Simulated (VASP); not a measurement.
# AlN (P6_3/mmc) in VASP: notebook, part 2 of 2

VASP 6.6.1.

**5. Single point, PBE**

This run uses another cell than the first one, of 10.32 Å³/atom, 1.006 times its volume.

Contents of INCAR:

```
  PREC = Accurate
  ENCUT = 520
  EDIFF = 1E-6
  ISMEAR = 0
  SIGMA = 0.05
  LREAL = F
  LASPH = T
  NELM = 100
  ALGO = Normal
  ISIF = 2
  LWAVE = F
  LCHARG = F
  GGA = PE
  NBANDS = 16
```

Contents of KPOINTS:

```
Automatic mesh
0
Gamma
  9 9 6
```

Contents of POSCAR:

```
AlN
1.0
    3.4792000000      0.0000000000      0.0000000000
   -1.7396000000      3.0130755848      0.0000000000
    0.0000000000      0.0000000000      3.9363000000
Al N
2 2
Direct
    0.3333333333      0.6666666667      0.7500000000
    0.6666666667      0.3333333333      0.2500000000
    0.3333333333      0.6666666667      0.2500000000
    0.6666666667      0.3333333333      0.7500000000
```

Potentials or basis: VASP PAW PBE potentials, release 64 (Al, N).

On the command line:

```sh
$ cat potpaw_PBE.64/Al/POTCAR potpaw_PBE.64/N/POTCAR > POTCAR
$ mpirun -np 1 vasp_std > vasp.out
```

OUTCAR:

```text
PREC = Accurate
   ENCUT = 520
   EDIFF = 1E-6
   ISMEAR = 0
   LREAL = F
   LASPH = T
   NELM = 100
   ISIF = 2
   GGA = PE

 ion  position               nearest neighbor table
   1  0.333  0.667  0.750-   3 1.97   3 1.97   4 2.01   4 2.01   4 2.01   2 2.81   2 2.81   2 2.81
                             2 2.81   2 2.81   2 2.81
   2  0.667  0.333  0.250-   4 1.97   4 1.97   3 2.01   3 2.01   3 2.01   1 2.81   1 2.81   1 2.81
                             1 2.81   1 2.81   1 2.81
   3  0.333  0.667  0.250-   1 1.97   1 1.97   2 2.01   2 2.01   2 2.01
   4  0.667  0.333  0.750-   2 1.97   2 1.97   1 2.01   1 2.01   1 2.01

  LATTYP: Found a hexagonal cell.
 ALAT       =     3.4792000000
 C/A-ratio  =     1.1313807772

  Lattice vectors:

 A1 = (   3.4792000000,   0.0000000000,   0.0000000000)
 A2 = (  -1.7396000000,   3.0130755848,   0.0000000000)
 A3 = (   0.0000000000,   0.0000000000,   3.9363000000)

Analysis of symmetry for initial positions (statically):
=====================================================================
 Subroutine PRICEL returns:
 Original cell was already a primitive cell.

 Routine SETGRP: Setting up the symmetry group for a
 hexagonal supercell.

 Subroutine GETGRP returns: Found 24 space group operations
 (whereof 12 operations were pure point group operations)
 out of a pool of 24 trial point group operations.

The static configuration has the point symmetry D_3d.
 The point group associated with its full space group is D_6h.

Analysis of symmetry for dynamics (positions and initial velocities):
=====================================================================
 Subroutine PRICEL returns:
 Original cell was already a primitive cell.

 Routine SETGRP: Setting up the symmetry group for a
 hexagonal supercell.

 Subroutine GETGRP returns: Found 24 space group operations
 (whereof 12 operations were pure point group operations)
 out of a pool of 24 trial point group operations.
[... 121 lines left out ...]
   ISMEAR =     0;   SIGMA  =   0.05  broadening in eV -4-tet -1-fermi 0-gaus
   EFERMI_NEDOS =   21; number of points for ismear=-14 and -15
   IALGO  =     38    algorithm
   IMIX   =      4    mixing-type and parameters
     AMIX     =   0.40;   BMIX     =  1.00
     AMIX_MAG =   1.60;   BMIX_MAG =  1.00
  volume/ion in A,a.u.               =      10.32        69.62
  Fermi-wavevector in a.u.,A,eV,Ry     =   1.193774  2.255907 19.389629  1.425097
  Thomas-Fermi vector in A             =   2.329781
   LORBIT       =      0    0 simple, 1 ext, 2 COOP (PROOUT), +10 PAW based schemes
   GGA     = PE    functional components
   LHFCALC =     F    Hartree Fock is set to
   AEXX    =    0.0000 exact exchange contribution
   IVDW    =     0    specifies the selected vdW correction
   LEPSILON=     F    determine dielectric tensor
   LRPA    =     F    only Hartree local field effects (RPA)
 non-spin polarized calculation
 Gauss-broadening in eV      SIGMA  =   0.05
  energy-cutoff  :      520.00
  volume of cell :       41.26
 maximum number of plane-waves:      1125
 NGX is ok and might be reduce to    28
   NGX = 13   NGY = 13   NGZ = 15

 number of electron      15.9999996 magnetization

 Free energy of the ion-electron system (eV)
  ---------------------------------------------------
  ext. energy  EPLUGINS =         0.00000000
  ---------------------------------------------------
  free energy    TOTEN  =       -29.09498581 eV

  energy without entropy =      -29.09498581  energy(sigma->0) =      -29.09498581

 E-fermi :   7.1742     XC(G=0): -10.9693

 val. band max:        6.9519071605   @ k =   0.0000   0.0000   0.0000
 cond. band min:      10.3355444156   @ k =   0.0000   0.0000   0.0000
 fundamental gap:      3.3836372551
 Fermi energy:         7.1741800060

 k-point     1 :       0.0000    0.0000    0.0000
  band No.  band energies     occupation
      1      -9.0713      2.00000
      2      -5.1427      2.00000
      3       1.0778      2.00000
      4       3.9769      2.00000
      5       3.9769      2.00000
      6       6.1612      2.00000
[... 433 lines left out ...]
      3       1.1480      2.00000
      4       2.0879      2.00000
      5       2.0879      2.00000
      6       5.1591      2.00000
[... 8 lines left out ...]
     15      19.0017      0.00000
     16      20.7612      0.00000

 [... further k-points ...]
[... 5 lines left out ...]
  --------------------------------------------------------------------------------------
  -------------------------------------------------------------------------------------
  Total       -3.1628962     -3.1628962      1.9509148      0.0000000      0.0000000      0.0000000
  in kB     -122.8055246   -122.8055246     75.7480168      0.0000000      0.0000000      0.0000000
  external PRESSURE =     -56.6210108 kB  Pullay stress =       0.0000000 kB

 VOLUME and BASIS-vectors are now :
 -----------------------------------------------------------------------------
  energy-cutoff  :      520.00
  volume of cell :       41.26
      direct lattice vectors                 reciprocal lattice vectors
     3.479200000  0.000000000  0.000000000     0.287422396  0.165943398  0.000000000
    -1.739600000  3.013075585  0.000000000     0.000000000  0.331886795  0.000000000
     0.000000000  0.000000000  3.936300000     0.000000000  0.000000000  0.254045677

 POSITION                                       TOTAL-FORCE (eV/Angst)
 -----------------------------------------------------------------------------------
     -0.00000      2.00872      2.95223        -0.000000     -0.000000      0.000000
      1.73960      1.00436      0.98408         0.000000      0.000000      0.000000
     -0.00000      2.00872      0.98408        -0.000000      0.000000      0.000000
      1.73960      1.00436      2.95223         0.000000     -0.000000      0.000000
 -----------------------------------------------------------------------------------
    total drift:                                0.000000     -0.000000      0.000000

  FREE ENERGIE OF THE ION-ELECTRON SYSTEM (eV)
  ---------------------------------------------------
  free  energy   TOTEN  =       -29.0949858071 eV

  energy  without entropy=      -29.0949858071  energy(sigma->0) =      -29.09498581
```

OSZICAR:

```text
N       E                     dE             d eps       ncg     rms          rms(c)
DAV:   1     0.418122775558E+02    0.41812E+02   -0.72767E+03  1536   0.896E+02
DAV:   2    -0.301635113233E+02   -0.71976E+02   -0.64980E+02  2184   0.186E+02
DAV:   3    -0.336241917684E+02   -0.34607E+01   -0.34477E+01  1848   0.419E+01
DAV:   4    -0.336466849635E+02   -0.22493E-01   -0.22490E-01  1928   0.377E+00
DAV:   5    -0.336469983596E+02   -0.31340E-03   -0.31339E-03  1880   0.453E-01    0.116E+01
DAV:   6    -0.291055866953E+02    0.45414E+01   -0.93950E+00  2000   0.225E+01    0.380E+00
DAV:   7    -0.291263733002E+02   -0.20787E-01   -0.10478E+00  1712   0.608E+00    0.285E+00
DAV:   8    -0.291111395225E+02    0.15234E-01   -0.15807E-01  1752   0.316E+00    0.107E+00
DAV:   9    -0.290943190470E+02    0.16820E-01   -0.38974E-02  1904   0.149E+00    0.315E-01
DAV:  10    -0.290950550591E+02   -0.73601E-03   -0.54401E-03  1808   0.465E-01    0.156E-01
DAV:  11    -0.290949881896E+02    0.66870E-04   -0.16565E-04  1824   0.105E-01    0.565E-02
DAV:  12    -0.290949867061E+02    0.14834E-05   -0.21120E-05  1840   0.334E-02    0.112E-02
DAV:  13    -0.290949858071E+02    0.89900E-06   -0.78409E-06  1944   0.200E-02
   1 F= -.29094986E+02 E0= -.29094986E+02  d E =-.151773E-12
```

stdout:

```text
POSCAR found type information on POSCAR AlN
 POSCAR found :  2 types and       4 ions
 scaLAPACK will be used
 LDA part: xc-table for (Slater+PW92), standard interpolation
 POSCAR, INCAR and KPOINTS ok, starting setup
 FFT: planning ... GRIDC
 FFT: planning ... GRID_SOFT
 FFT: planning ... GRID
 WAVECAR not read
 entering main loop
```

It took 16 s on 1 thread of Intel Xeon 6975P-C (Granite Rapids), shared host; peak memory 0.16 GiB.

What came out:

```yaml
Free_energy: -29.0950 eV
Pressure: -5.7 GPa
Band_gap_on_the_k_mesh: 3.38 eV, direct
```

Levels at points of the mesh, in eV from the valence-band top:
```tsv
k point	band 5	band 6	band 7	band 8	band 9	band 10	band 11	band 12
(0.00, 0.00, 0.00)	-2.98	-0.79	-0.79	0.00	3.38	4.41	8.11	8.11
(0.00, 0.00, 0.50)	-1.92	-1.92	-1.92	-1.92	5.94	5.94	8.11	8.11
```

**6. Single point, PBE**

This run uses another cell than the first one, of 10.31 Å³/atom, 1.006 times its volume.

Contents of INCAR:

```
PREC = Accurate ; ENCUT = 520
EDIFF = 1E-7 ; ISMEAR = 0
SIGMA = 0.05 ; LREAL = False
LASPH = True ; NELM = 100
ALGO = Normal ; ISIF = 2
LWAVE = False ; LCHARG = True
GGA = PE ; LELF = True
LVHAR = True ; NBANDS = 16
```

Contents of KPOINTS:

```
regular mesh
0
Gamma
  9 9 6
```

Contents of POSCAR:

```
AlN
1.0
    3.2306000000      0.0000000000      0.0000000000
   -1.6153000000      2.7977816695      0.0000000000
    0.0000000000      0.0000000000      4.5645000000
Al N
2 2
Direct
    0.3333333333      0.6666666667      0.7500000000
    0.6666666667      0.3333333333      0.2500000000
    0.3333333333      0.6666666667      0.2500000000
    0.6666666667      0.3333333333      0.7500000000
```

Potentials or basis: VASP PAW PBE potentials, release 64 (Al, N).

On the command line:

```sh
$ cat potpaw_PBE.64/Al/POTCAR potpaw_PBE.64/N/POTCAR > POTCAR
$ mpirun -np 1 vasp_std > vasp.out
```

It took 13 s on 1 thread of Intel Xeon 6975P-C (Granite Rapids), shared host; peak memory 0.16 GiB.

The run converged. Its results:

| Item | Value |
| --- | --- |
| Free energy | -29.1712 eV |
| Pressure | -0.5 GPa |
| Band gap on the k mesh | 2.75 eV, direct |

Stress tensor (GPa, compression positive):
```
 4.04  0.00  0.00
 0.00  4.04  0.00
 0.00  0.00 -9.55
```

Levels at points of the mesh, in eV from the valence-band top:
```csv
k point,band 5,band 6,band 7,band 8,band 9,band 10,band 11,band 12
"(0.00, 0.00, 0.00)",-3.13,-2.03,-2.03,0.00,2.75,4.50,8.54,8.54
"(0.00, 0.00, 0.50)",-2.60,-2.60,-2.60,-2.60,5.28,5.28,8.85,8.85
```

A hybrid or GW would open this gap; PBE tends to underestimate it.

**7. Overview**

| cell | gap on the mesh (eV) | pressure (GPa) |
| --- | --- | --- |
| a = 3.313, b = 3.313, c = 4.313 Å, angles 90.0, 90.0, 120.0°, 4 atoms | 2.96 | -4.9 |
| a = 3.272, b = 3.272, c = 4.439 Å, angles 90.0, 90.0, 120.0°, 4 atoms | 2.83 | -3.3 |
| a = 3.396, b = 3.396, c = 4.188 Å, angles 90.0, 90.0, 120.0°, 4 atoms | 2.97 | -9.8 |
| a = 3.479, b = 3.479, c = 3.936 Å, angles 90.0, 90.0, 120.0°, 4 atoms | 3.38 | -5.7 |
| a = 3.231, b = 3.231, c = 4.564 Å, angles 90.0, 90.0, 120.0°, 4 atoms | 2.75 | -0.5 |

Alike in all rows: task single point; level PBE; potentials or basis VASP PAW PBE potentials, release 64 (Al, N); no spin polarisation; k mesh 9 × 9 × 6; cutoff (eV) 520; smearing gaussian 0.05 eV.

Total energies depend on the potentials used, so only differences within one code and one set of settings carry meaning.
